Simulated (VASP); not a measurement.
# HfO2 (Fm-3m) in VASP: a series of runs

HfO2 is run at these levels: PBE; tasks: single point.

Program: VASP 6.6.1. These are calculated values, not measurements. Logs are shortened: lines on timing, memory, paths and dates and some standing lists are left out, and cuts for length are marked.

## (1) The cell of the first run

Symmetry: Fm-3m, No. 225, cubic system. Conventional cell: a = 5.149 Å, b = 5.149 Å, c = 5.149 Å, α = 90.00°, β = 90.00°, γ = 90.00°. Hf (site symmetry m-3m) has 8 O at 2.23 Å within 2.9 Å. Within 2.9 Å of O (site symmetry -43m) lie 4 Hf at 2.23 Å and 6 O at 2.57 Å.

## (2) Single point, PBE

Input file INCAR:

```
SYSTEM = HfO2
  PREC = Accurate
  ENCUT = 520
  EDIFF = 1E-6
  ISMEAR = 0
  SIGMA = 0.01
  LREAL = .False.
  LASPH = .True.
  NELM = 80
  ALGO = Normal
  ISIF = 2
  LWAVE = .False.
  LCHARG = .False.
  GGA = PE
  NBANDS = 18
```

Input file KPOINTS:

```
Automatic mesh
0
Gamma
  6 6 6
  0 0 0
```

Input file POSCAR:

```
HfO2
1.0
    0.0000000000      2.5744375797      2.5744375797
    2.5744375797      0.0000000000      2.5744375797
    2.5744375797      2.5744375797      0.0000000000
Hf O
1 2
Direct
    0.0000000000      0.0000000000      0.0000000000
    0.2500000000      0.2500000000      0.2500000000
    0.7500000000      0.7500000000      0.7500000000
```

Potentials or basis: VASP PAW PBE potentials, release 64 (Hf_pv, O).

Command:

```console
> cat potpaw_PBE.64/Hf_pv/POTCAR potpaw_PBE.64/O/POTCAR > POTCAR
> mpirun -np 1 vasp_std > vasp.out
```

OUTCAR:

```text
SYSTEM = HfO2
   PREC = Accurate
   ENCUT = 520
   EDIFF = 1E-6
   ISMEAR = 0
   LREAL = .False.
   LASPH = .True.
   NELM = 80
   ISIF = 2
   GGA = PE

 ion  position               nearest neighbor table
   1  0.000  0.000  0.000-   2 2.23   3 2.23   3 2.23   3 2.23   3 2.23   2 2.23   2 2.23   2 2.23

   2  0.250  0.250  0.250-   1 2.23   1 2.23   1 2.23   1 2.23
   3  0.750  0.750  0.750-   1 2.23   1 2.23   1 2.23   1 2.23

  LATTYP: Found a face centered cubic cell.
 ALAT       =     5.1488751594

  Lattice vectors:

 A1 = (   0.0000000000,   2.5744375797,   2.5744375797)
 A2 = (   2.5744375797,   0.0000000000,   2.5744375797)
 A3 = (   2.5744375797,   2.5744375797,   0.0000000000)

Analysis of symmetry for initial positions (statically):
=====================================================================
 Subroutine PRICEL returns:
 Original cell was already a primitive cell.

 Routine SETGRP: Setting up the symmetry group for a
 face centered cubic supercell.

 Subroutine GETGRP returns: Found 48 space group operations
 (whereof 48 operations were pure point group operations)
 out of a pool of 48 trial point group operations.

The static configuration has the point symmetry O_h .

Analysis of symmetry for dynamics (positions and initial velocities):
=====================================================================
 Subroutine PRICEL returns:
 Original cell was already a primitive cell.

 Routine SETGRP: Setting up the symmetry group for a
 face centered cubic supercell.

 Subroutine GETGRP returns: Found 48 space group operations
 (whereof 48 operations were pure point group operations)
 out of a pool of 48 trial point group operations.

The dynamic configuration has the point symmetry O_h .

 Subroutine INISYM returns: Found 48 space group operations
 (whereof 48 operations are pure point group operations),
 and found     1 'primitive' translations

----------------------------------------------------------------------------------------

                                     Primitive cell

  volume of cell :      34.1253

  direct lattice vectors                    reciprocal lattice vectors
     0.000000000  2.574437580  2.574437580    -0.194217177  0.194217177  0.194217177
     2.574437580  0.000000000  2.574437580     0.194217177 -0.194217177  0.194217177
     2.574437580  2.574437580  0.000000000     0.194217177  0.194217177 -0.194217177

  length of vectors
[... 74 lines left out ...]
   NELM   =     80;   NELMIN=  2; NELMDL= -5     # of ELM steps
   EDIFF  = 0.1E-05   stopping-criterion for ELM
   LREAL  =      F    real-space projection
   EDIFFG = 0.1E-04   stopping-criterion for IOM
   NSW    =      0    number of steps for IOM
   IBRION =     -1    ionic relax: 0-MD 1-quasi-New 2-CG
   NFREE  =      0    steps in history (QN), initial steepest desc. (CG)
   ISIF   =      2    stress and relaxation
   ISYM   =      2    0-nonsym 1-usesym 2-fastsym
   POTIM  = 0.5000    time-step for ionic-motion
   TEBEG  =    0.0;   TEEND  =   0.0 temperature during run
   PSTRESS=    0.0 pullay stress
   NELECT =      22.0000    total number of electrons
   NUPDOWN=      -1.0000    fix difference up-down
   EMIN   =  10.00;   EMAX   =-10.00  energy-range for DOS
   EFERMI =   0.00;   METHOD = LEGACY
   ISMEAR =     0;   SIGMA  =   0.01  broadening in eV -4-tet -1-fermi 0-gaus
   EFERMI_NEDOS =   21; number of points for ismear=-14 and -15
   IALGO  =     38    algorithm
   IMIX   =      4    mixing-type and parameters
     AMIX     =   0.40;   BMIX     =  1.00
     AMIX_MAG =   1.60;   BMIX_MAG =  1.00
  volume/ion in A,a.u.               =      11.38        76.76
  Fermi-wavevector in a.u.,A,eV,Ry     =   1.414241  2.672528 27.212700  2.000077
  Thomas-Fermi vector in A             =   2.535803
   LORBIT       =      0    0 simple, 1 ext, 2 COOP (PROOUT), +10 PAW based schemes
   GGA     = PE    functional components
   LHFCALC =     F    Hartree Fock is set to
   AEXX    =    0.0000 exact exchange contribution
   IVDW    =     0    specifies the selected vdW correction
   LEPSILON=     F    determine dielectric tensor
   LRPA    =     F    only Hartree local field effects (RPA)
 non-spin polarized calculation
 Gauss-broadening in eV      SIGMA  =   0.01
  energy-cutoff  :      520.00
  volume of cell :       34.13
 maximum number of plane-waves:       941
   NGX = 13   NGY = 13   NGZ = 13

 number of electron      21.9999995 magnetization

 Free energy of the ion-electron system (eV)
  ---------------------------------------------------
  ext. energy  EPLUGINS =         0.00000000
  ---------------------------------------------------
  free energy    TOTEN  =       -30.20039323 eV

  energy without entropy =      -30.20039323  energy(sigma->0) =      -30.20039323

 E-fermi :   3.9408     XC(G=0): -11.5929

 val. band max:        3.8899646529   @ k =   0.5000   0.5000   0.0000
 cond. band min:       7.5650952567   @ k =   0.5000   0.5000   0.0000
 fundamental gap:      3.6751306038
 Fermi energy:         3.9408408122

 k-point     1 :       0.0000    0.0000    0.0000
  band No.  band energies     occupation
      1     -26.0140      2.00000
      2     -26.0140      2.00000
      3     -26.0140      2.00000
      4     -14.5585      2.00000
      5     -11.7535      2.00000
      6      -1.1751      2.00000
[... 313 lines left out ...]
      5     -12.7048      2.00000
      6      -1.7181      2.00000
[... 10 lines left out ...]
     17      16.6097      0.00000
     18      17.0335      0.00000

------------------------ aborting loop because EDIFF is reached ----------------------------------------

  FORCE on cell =-STRESS in cart. coord.  units (eV):
  Direction    XX          YY          ZZ          XY          YZ          ZX
  --------------------------------------------------------------------------------------
  -------------------------------------------------------------------------------------
  Total       -2.1894665     -2.1894665     -2.1894665      0.0000000      0.0000000     -0.0000000
  in kB     -102.7949533   -102.7949533   -102.7949533      0.0000000      0.0000000     -0.0000000
  external PRESSURE =    -102.7949533 kB  Pullay stress =       0.0000000 kB

 VOLUME and BASIS-vectors are now :
 -----------------------------------------------------------------------------
  energy-cutoff  :      520.00
  volume of cell :       34.13
      direct lattice vectors                 reciprocal lattice vectors
     0.000000000  2.574437580  2.574437580    -0.194217177  0.194217177  0.194217177
     2.574437580  0.000000000  2.574437580     0.194217177 -0.194217177  0.194217177
     2.574437580  2.574437580  0.000000000     0.194217177  0.194217177 -0.194217177

 POSITION                                       TOTAL-FORCE (eV/Angst)
 -----------------------------------------------------------------------------------
      0.00000      0.00000      0.00000        -0.000000      0.000000      0.000000
      1.28722      1.28722      1.28722         0.000000      0.000000     -0.000000
      3.86166      3.86166      3.86166        -0.000000     -0.000000      0.000000
 -----------------------------------------------------------------------------------
    total drift:                                0.000000      0.000000      0.000000

  FREE ENERGIE OF THE ION-ELECTRON SYSTEM (eV)
  ---------------------------------------------------
  free  energy   TOTEN  =       -30.2003932325 eV

  energy  without entropy=      -30.2003932325  energy(sigma->0) =      -30.20039323
```

Wall time 6.1 s (1 thread of Intel Xeon 6975P-C (Granite Rapids), shared host); peak memory 0.15 GiB.

What came out:

| Item | Value |
| --- | --- |
| Free energy | -30.2004 eV |
| Pressure | -10.3 GPa |
| Band gap on the k mesh | 3.68 eV, direct |

Caveat: spin-orbit coupling is left out, which moves the levels of the heavy elements.

## (3) Single point, PBE

This run uses another cell than the first one, of 11.82 Å³/atom, 1.039 times its volume.

Input file INCAR:

```
  ALGO = Normal
  EDIFF = 1E-6
  ENCUT = 520
  GGA = PE
  ISIF = 2
  ISMEAR = 0
  LASPH = T
  LCHARG = F
  LREAL = F
  LWAVE = F
  NBANDS = 18
  NELM = 60
  PREC = Accurate
  SIGMA = 0.01
```

Input file KPOINTS:

```
k-points
0
Gamma
  6 6 6
```

Input file POSCAR:

```
HfO2
1.0
    0.0000000000      2.6076597933      2.6076597933
    2.6076597933      0.0000000000      2.6076597933
    2.6076597933      2.6076597933      0.0000000000
Hf O
1 2
Direct
    0.0000000000      0.0000000000      0.0000000000
    0.2500000000      0.2500000000      0.2500000000
    0.7500000000      0.7500000000      0.7500000000
```

Potentials or basis: VASP PAW PBE potentials, release 64 (Hf_pv, O).

Command:

```console
> cat potpaw_PBE.64/Hf_pv/POTCAR potpaw_PBE.64/O/POTCAR > POTCAR
> mpirun -np 1 vasp_std > vasp.out
```

Run time: 5.6 s. Hardware: 1 thread of Intel Xeon 6975P-C (Granite Rapids), shared host; peak memory 0.15 GiB.

The run converged. Its results:

* Free energy: -30.0846 eV
* Pressure: -17.6 GPa
* Band gap on the k mesh: 3.57 eV, direct

Levels at points of the mesh, in eV from the valence-band top:
```tsv
k point	band 7	band 8	band 9	band 10	band 11	band 12	band 13	band 14	band 15	band 16
(0.00, 0.00, 0.00)	-4.84	-4.84	-0.57	-0.57	-0.57	3.66	3.66	5.16	9.39	9.39
(0.50, 0.00, 0.00)	-3.89	-2.92	-2.54	-1.73	-1.73	4.29	4.29	6.21	8.49	8.49
(0.50, 0.50, 0.00)	-3.26	-3.26	-1.39	-1.39	0.00	3.57	5.05	5.89	7.42	7.42
```

Caveat: spin-orbit coupling is left out, which moves the levels of the heavy elements.
